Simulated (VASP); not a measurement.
# C (R-3m) in VASP: a series of runs

Runs on C. Level: LDA. Tasks: single point.

Program: VASP 6.6.1. These are calculated values, not measurements. Logs are shortened: lines on timing, memory, paths and dates and some standing lists are left out, and cuts for length are marked.

## 1. The cell of the first run

Symmetry: R-3m, No. 166, trigonal system. Conventional cell: a = 2.445 Å, b = 2.445 Å, c = 9.959 Å, α = 90.00°, β = 90.00°, γ = 120.00°. Within 1.9 Å of C (site symmetry 3m) lie 3 C at 1.41 Å.

## 2. Single point, LDA (z stretched by -0.5 %, x and y held)

File INCAR:

```
SYSTEM = C
PREC = Accurate
ENCUT = 520
EDIFF = 1E-6
ISMEAR = 0
SIGMA = 0.01
LREAL = .False.
LASPH = .True.
NELM = 60
ALGO = Normal
ISIF = 2
LWAVE = .False.
LCHARG = .False.
NBANDS = 11
```

File KPOINTS:

```
Automatic mesh
0
Gamma
  12 12 12
  0 0 0
```

File POSCAR:

```
C
1.0
    1.2224302368      0.7057704263      3.3195757340
   -1.2224302368      0.7057704263      3.3195757340
    0.0000000000     -1.4115408525      3.3195757340
C
2
Direct
    0.8334249794      0.8334249794      0.8334249794
    0.1665750206      0.1665750206      0.1665750206
```

Potentials or basis: VASP PAW LDA potentials, release 64 (C).

Run with:

```
$ cat potpaw_LDA.64/C/POTCAR > POTCAR
$ mpirun -np 1 vasp_std > vasp.out
```

OUTCAR:

```text
SYSTEM = C
   PREC = Accurate
   ENCUT = 520
   EDIFF = 1E-6
   ISMEAR = 0
   LREAL = .False.
   LASPH = .True.
   NELM = 60
   ISIF = 2

 ion  position               nearest neighbor table
   1  0.833  0.833  0.833-   2 1.41   2 1.41   2 1.41
   2  0.167  0.167  0.167-   1 1.41   1 1.41   1 1.41

  LATTYP: Found a trigonal (rhomboedric) cell.
 ALAT       =     3.6072192382
 COS(alpha) =     0.7703147608

  Lattice vectors:

 A1 = (   1.2224302368,   0.7057704263,   3.3195757340)
 A2 = (  -1.2224302368,   0.7057704263,   3.3195757340)
 A3 = (   0.0000000000,  -1.4115408525,   3.3195757340)

Analysis of symmetry for initial positions (statically):
=====================================================================
 Subroutine PRICEL returns:
 Original cell was already a primitive cell.

 Routine SETGRP: Setting up the symmetry group for a
 trigonal (rhombohedral) supercell.

 Subroutine GETGRP returns: Found 12 space group operations
 (whereof 12 operations were pure point group operations)
 out of a pool of 12 trial point group operations.

The static configuration has the point symmetry D_3d.

Analysis of symmetry for dynamics (positions and initial velocities):
=====================================================================
 Subroutine PRICEL returns:
 Original cell was already a primitive cell.

 Routine SETGRP: Setting up the symmetry group for a
 trigonal (rhombohedral) supercell.

 Subroutine GETGRP returns: Found 12 space group operations
 (whereof 12 operations were pure point group operations)
 out of a pool of 12 trial point group operations.

The dynamic configuration has the point symmetry D_3d.

 Subroutine INISYM returns: Found 12 space group operations
 (whereof 12 operations are pure point group operations),
 and found     1 'primitive' translations

----------------------------------------------------------------------------------------

                                     Primitive cell

  volume of cell :      17.1839

  direct lattice vectors                    reciprocal lattice vectors
     1.222430237  0.705770426  3.319575734     0.409021296  0.236148555  0.100414438
    -1.222430237  0.705770426  3.319575734    -0.409021296  0.236148555  0.100414438
     0.000000000 -1.411540852  3.319575734     0.000000000 -0.472297111  0.100414438

  length of vectors
     3.607219238  3.607219238  3.607219238     0.482853622  0.482853622  0.482853622
[... 81 lines left out ...]
   EDIFF  = 0.1E-05   stopping-criterion for ELM
   LREAL  =      F    real-space projection
   EDIFFG = 0.1E-04   stopping-criterion for IOM
   NSW    =      0    number of steps for IOM
   IBRION =     -1    ionic relax: 0-MD 1-quasi-New 2-CG
   NFREE  =      0    steps in history (QN), initial steepest desc. (CG)
   ISIF   =      2    stress and relaxation
   ISYM   =      2    0-nonsym 1-usesym 2-fastsym
   POTIM  = 0.5000    time-step for ionic-motion
   TEBEG  =    0.0;   TEEND  =   0.0 temperature during run
   PSTRESS=    0.0 pullay stress
   NELECT =       8.0000    total number of electrons
   NUPDOWN=      -1.0000    fix difference up-down
   EMIN   =  10.00;   EMAX   =-10.00  energy-range for DOS
   EFERMI =   0.00;   METHOD = LEGACY
   ISMEAR =     0;   SIGMA  =   0.01  broadening in eV -4-tet -1-fermi 0-gaus
   EFERMI_NEDOS =   21; number of points for ismear=-14 and -15
   IALGO  =     38    algorithm
   IMIX   =      4    mixing-type and parameters
     AMIX     =   0.40;   BMIX     =  1.00
     AMIX_MAG =   1.60;   BMIX_MAG =  1.00
  volume/ion in A,a.u.               =       8.59        57.98
  Fermi-wavevector in a.u.,A,eV,Ry     =   1.268813  2.397709 21.903843  1.609887
  Thomas-Fermi vector in A             =   2.401888
   LORBIT       =      0    0 simple, 1 ext, 2 COOP (PROOUT), +10 PAW based schemes
   GGA     = CA    functional components
   LHFCALC =     F    Hartree Fock is set to
   AEXX    =    0.0000 exact exchange contribution
   IVDW    =     0    specifies the selected vdW correction
   LEPSILON=     F    determine dielectric tensor
   LRPA    =     F    only Hartree local field effects (RPA)
 non-spin polarized calculation
 Gauss-broadening in eV      SIGMA  =   0.01
  energy-cutoff  :      520.00
  volume of cell :       17.18
 maximum number of plane-waves:       476
   NGX = 13   NGY = 13   NGZ = 13

 number of electron       8.0000000 magnetization

 Free energy of the ion-electron system (eV)
  ---------------------------------------------------
  ext. energy  EPLUGINS =         0.00000000
  ---------------------------------------------------
  free energy    TOTEN  =       -20.22322516 eV

  energy without entropy =      -20.22322516  energy(sigma->0) =      -20.22322516

 E-fermi :   4.5412     XC(G=0): -10.8731

 val. band max:        4.4394438948   @ k =  -0.3333   0.3333   0.0000
 cond. band min:       5.1492263505   @ k =  -0.3333   0.3333   0.0000
 fundamental gap:      0.7097824557
 Fermi energy:         4.5412198849

 k-point     1 :       0.0000    0.0000    0.0000
  band No.  band energies     occupation
      1     -14.8423      2.00000
      2      -1.8447      2.00000
      3       1.8219      2.00000
      4       1.8219      2.00000
      5       8.6830      0.00000
      6      13.2946      0.00000
      7      13.2946      0.00000
      8      16.3526      0.00000
      9      18.3263      0.00000
     10      27.5437      0.00000
     11      30.4904      0.00000
[... 309 lines left out ...]
 k-point    24 :      -0.4167    0.1667    0.0000
  band No.  band energies     occupation
      1      -8.9225      2.00000
      2      -8.0867      2.00000
      3      -3.4102      2.00000
      4       3.3151      2.00000
      5       6.4319      0.00000
      6      15.2903      0.00000
      7      15.9420      0.00000
      8      17.0301      0.00000
      9      20.3387      0.00000
     10      24.1384      0.00000
     11      28.0453      0.00000

 [... further k-points ...]
[... 5 lines left out ...]
  --------------------------------------------------------------------------------------
  -------------------------------------------------------------------------------------
  Total        0.1478413      0.1478413     -0.0291041      0.0000000     -0.0000000      0.0000000
  in kB       13.7843105     13.7843105     -2.7135813      0.0000000     -0.0000000      0.0000000
  external PRESSURE =       8.2850133 kB  Pullay stress =       0.0000000 kB

 VOLUME and BASIS-vectors are now :
 -----------------------------------------------------------------------------
  energy-cutoff  :      520.00
  volume of cell :       17.18
      direct lattice vectors                 reciprocal lattice vectors
     1.222430237  0.705770426  3.319575734     0.409021296  0.236148555  0.100414438
    -1.222430237  0.705770426  3.319575734    -0.409021296  0.236148555  0.100414438
     0.000000000 -1.411540852  3.319575734     0.000000000 -0.472297111  0.100414438

 POSITION                                       TOTAL-FORCE (eV/Angst)
 -----------------------------------------------------------------------------------
      0.00000      0.00000      8.29985         0.000000      0.000000      0.000277
      0.00000      0.00000      1.65888         0.000000     -0.000000     -0.000277
 -----------------------------------------------------------------------------------
    total drift:                                0.000000      0.000000     -0.000000

  FREE ENERGIE OF THE ION-ELECTRON SYSTEM (eV)
  ---------------------------------------------------
  free  energy   TOTEN  =       -20.2232251553 eV

  energy  without entropy=      -20.2232251553  energy(sigma->0) =      -20.22322516
```

It took 42 s on 1 thread of Intel Xeon Platinum 8124M at 3.00GHz (Skylake/Cascade Lake), shared host; peak memory 0.15 GiB.

Results:

```
Free energy : -20.2232 eV
Pressure    : 0.8 GPa
```

Caveat: the cell differs from its parent crystal (z stretched by -0.5 %, x and y held).

## 3. Single point, LDA

This run uses another cell than the first one, of 8.77 Å³/atom.

File INCAR:

```
  PREC = Accurate
  ENCUT = 520
  EDIFF = 1E-6
  ISMEAR = 0
  SIGMA = 0.01
  LREAL = F
  LASPH = T
  NELM = 80
  ALGO = Normal
  ISIF = 2
  LWAVE = F
  LCHARG = T
  LELF = T
  LVHAR = T
  NBANDS = 11
```

File KPOINTS:

```
regular mesh
0
Gamma
  12 12 12
```

File POSCAR:

```
C
1.0
    1.2285423880      0.7092992784      3.3529383042
   -1.2285423880      0.7092992784      3.3529383042
    0.0000000000     -1.4185985568      3.3529383042
C
2
Direct
    0.8334185733      0.8334185733      0.8334185733
    0.1665814267      0.1665814267      0.1665814267
```

Potentials or basis: VASP PAW LDA potentials, release 64 (C).

Run with:

```
$ cat potpaw_LDA.64/C/POTCAR > POTCAR
$ mpirun -np 1 vasp_std > vasp.out
```

OUTCAR:

```text
PREC = Accurate
   ENCUT = 520
   EDIFF = 1E-6
   ISMEAR = 0
   LREAL = F
   LASPH = T
   NELM = 80
   ISIF = 2

 ion  position               nearest neighbor table
   1  0.833  0.833  0.833-   2 1.42   2 1.42   2 1.42
   2  0.167  0.167  0.167-   1 1.42   1 1.42   1 1.42

  LATTYP: Found a trigonal (rhomboedric) cell.
 ALAT       =     3.6406891020
 COS(alpha) =     0.7722580164

  Lattice vectors:

 A1 = (   1.2285423880,   0.7092992784,   3.3529383042)
[... 510 lines left out ...]
      3      -3.5427      2.00000
      4       3.1410      2.00000
      5       6.2286      0.00000
      6      14.9302      0.00000
      7      15.6891      0.00000
      8      16.7540      0.00000
      9      19.9942      0.00000
     10      23.6510      0.00000
     11      27.5701      0.00000

 [... further k-points ...]
[... 5 lines left out ...]
  --------------------------------------------------------------------------------------
  -------------------------------------------------------------------------------------
  Total       -0.5421830     -0.5421830     -0.0575796      0.0000000     -0.0000000      0.0000000
  in kB      -49.5518608    -49.5518608     -5.2623844      0.0000000     -0.0000000      0.0000000
  external PRESSURE =     -34.7887020 kB  Pullay stress =       0.0000000 kB

 VOLUME and BASIS-vectors are now :
 -----------------------------------------------------------------------------
  energy-cutoff  :      520.00
  volume of cell :       17.53
      direct lattice vectors                 reciprocal lattice vectors
     1.228542388  0.709299278  3.352938304     0.406986364  0.234973687  0.099415290
    -1.228542388  0.709299278  3.352938304    -0.406986364  0.234973687  0.099415290
     0.000000000 -1.418598557  3.352938304     0.000000000 -0.469947374  0.099415290

 POSITION                                       TOTAL-FORCE (eV/Angst)
 -----------------------------------------------------------------------------------
      0.00000      0.00000      8.38320         0.000000      0.000000      0.000277
      0.00000      0.00000      1.67561         0.000000      0.000000     -0.000277
 -----------------------------------------------------------------------------------
    total drift:                                0.000000     -0.000000      0.000000

  FREE ENERGIE OF THE ION-ELECTRON SYSTEM (eV)
  ---------------------------------------------------
  free  energy   TOTEN  =       -20.2211567927 eV

  energy  without entropy=      -20.2211567927  energy(sigma->0) =      -20.22115679
```

stdout:

```text
POSCAR found type information on POSCAR C
 POSCAR found :  1 types and       2 ions
 scaLAPACK will be used
 LDA part: xc-table for (Slater(with rela. corr.)+CA(PZ))
 , standard interpolation
 POSCAR, INCAR and KPOINTS ok, starting setup
 FFT: planning ... GRIDC
 FFT: planning ... GRID_SOFT
 FFT: planning ... GRID
 WAVECAR not read
 entering main loop
```

Wall time 41 s (1 thread of Intel Xeon Platinum 8124M at 3.00GHz (Skylake/Cascade Lake), shared host); peak memory 0.15 GiB.

What came out:

```
Free energy : -20.2212 eV
Pressure    : -3.5 GPa
```

Caveat: the cell stands under tension.

## 4. Single point, LDA (z stretched by +0.5 %, x and y held)

File INCAR:

```
  PREC = Accurate
  ENCUT = 520
  EDIFF = 1E-6
  ISMEAR = 0
  SIGMA = 0.01
  LREAL = False
  LASPH = True
  NELM = 80
  ALGO = Normal
  ISIF = 2
  LWAVE = False
  LCHARG = False
  NBANDS = 11
```

File KPOINTS:

```
Automatic mesh
0
Gamma
  12 12 12
```

File POSCAR:

```
C
1.0
    1.2224302368      0.7057704263      3.3529383042
   -1.2224302368      0.7057704263      3.3529383042
    0.0000000000     -1.4115408525      3.3529383042
C
2
Direct
    0.8334168797      0.8334168797      0.8334168797
    0.1665831203      0.1665831203      0.1665831203
```

Run with:

```
$ cat potpaw_LDA.64/C/POTCAR > POTCAR
$ mpirun -np 1 vasp_std > vasp.out
```

It took 41 s on 1 thread of Intel Xeon Platinum 8124M at 3.00GHz (Skylake/Cascade Lake), shared host; peak memory 0.15 GiB.

The run converged. Its results:

* Free energy: -20.2229 eV
* Pressure: 0.7 GPa

Stress tensor (GPa, compression positive):
```
 1.39  0.00  0.00
 0.00  1.39  0.00
 0.00  0.00 -0.56
```

Caveat: the cell differs from its parent crystal (z stretched by +0.5 %, x and y held).

## 5. Single point, LDA

This run uses another cell than the first one, of 8.64 Å³/atom.

File INCAR:

```
  PREC = Accurate
  ENCUT = 520
  EDIFF = 1E-6
  ISMEAR = -1
  SIGMA = 0.05
  LREAL = F
  LASPH = T
  NELM = 80
  ALGO = Normal
  ISIF = 2
  LWAVE = F
  LCHARG = F
  NBANDS = 11
```

File KPOINTS:

```
regular mesh
0
Gamma
  16 16 16
```

File POSCAR:

```
C
1.0
    1.2224302368      0.7057704263      3.3362570191
   -1.2224302368      0.7057704263      3.3362570191
    0.0000000000     -1.4115408525      3.3362570191
C
2
Direct
    0.8333828132      0.8333828132      0.8333828132
    0.1666171868      0.1666171868      0.1666171868
```

Run with:

```
$ cat potpaw_LDA.64/C/POTCAR > POTCAR
$ mpirun -np 1 vasp_std > vasp.out
```

Run time: 86 s. Hardware: 1 thread of Intel Xeon Platinum 8124M at 3.00GHz (Skylake/Cascade Lake), shared host; peak memory 0.18 GiB.

It converged, with:

```
Free energy : -20.2238 eV
Pressure    : 0.8 GPa
```

Stress tensor (GPa, compression positive):
```
 1.28  0.00  0.00
 0.00  1.28  0.00
 0.00  0.00 -0.11
```

## 6. Summary

```csv
cell,k mesh,smearing,pressure (GPa)
"a = 3.607 Å, angles 39.6°, 2 atoms, atomic positions A",12 × 12 × 12,gaussian 0.01 eV,0.8
"a = 3.641 Å, angles 39.4°, 2 atoms, atomic positions A",12 × 12 × 12,gaussian 0.01 eV,-3.5
"a = 3.638 Å, angles 39.3°, 2 atoms, atomic positions A",12 × 12 × 12,gaussian 0.01 eV,0.7
"a = 3.623 Å, angles 39.4°, 2 atoms, atomic positions B",16 × 16 × 16,fermi-dirac 0.05 eV,0.8
```

Alike in all rows: task single point; level LDA; potentials or basis VASP PAW LDA potentials, release 64 (C); no spin polarisation; cutoff (eV) 520.

Caveats: the cell stands under tension (at least some runs).

Absolute energies hang on the potentials; compare differences alone.
